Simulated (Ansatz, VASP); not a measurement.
Cr in VASP and in Ansatz

INCAR

```
  PREC = Accurate
  ENCUT = 520
  EDIFF = 1E-6
  ISMEAR = -1
  SIGMA = 0.1
  LREAL = F
  LASPH = T
  NELM = 80
  ALGO = Normal
  ISIF = 2
  LWAVE = F
  LCHARG = T
  GGA = CA
  LELF = T
  LVHAR = T
  NBANDS = 12
```

Contents of KPOINTS:

```
regular mesh
0
Gamma
  26 26 26
```

POSCAR

```
Cr
1.0
   -1.3942485114      1.3942485114      1.3942485114
    1.3942485114     -1.3942485114      1.3942485114
    1.3942485114      1.3942485114     -1.3942485114
Cr
1
Direct
    0.0000000000      0.0000000000      0.0000000000
```

Input for Ansatz:

```yaml
crystal:
  lattice:
    - [-1.3942485114, 1.3942485114, 1.3942485114]
    - [1.3942485114, -1.3942485114, 1.3942485114]
    - [1.3942485114, 1.3942485114, -1.3942485114]
  atoms:
    - { symbol: Cr, position: [0.0, 0.0, 0.0] }
hamiltonian:
  xc: lda
  pseudopotentials:
    kind: paw
    azcp:
      Cr: "pseudopotentials/Cr.paw.azcp"
basis:
  ecutwfc: 420
  fft_grid_basis: typed
kpoints:
  mp_grid: { grid: [26, 26, 26], shift: [0, 0, 0] }
magnetization:
  spin_polarized: false
scf:
  occupations: { method: fermi_dirac, width: 0.1 }
  lower_state_search: "off"
output:
  stress: true
```

Alike in both runs: task single point; functional LDA; k mesh 26 × 26 × 26; occupations fermi-dirac, width 0.1 eV; no spin polarisation.

|  | VASP | Ansatz |
| --- | --- | --- |
| version | VASP 6.6.1 | Ansatz 0.2.0 |
| potentials or method | VASP PAW LDA potentials, release 64 (Cr_pv), cutoff 520 eV | plane waves (420 eV) with PAW, scalar-relativistic |
| valence electrons in the cell | 12 | 14 |

Ansatz gave:

* pressure (GPa): 0.1

**Question.** What did VASP give for the same quantities?

**Answer.** Pressure (GPa): 0.2.

Ansatz warns that its potentials were made for another functional, while VASP's fit it. LDA's correlation is that of Perdew and Zunger in VASP and of Perdew and Wang (1992) in Ansatz. VASP's potentials hold 12 valence electrons a cell and Ansatz's 14, so a difference there can come from the potentials and not from the codes.
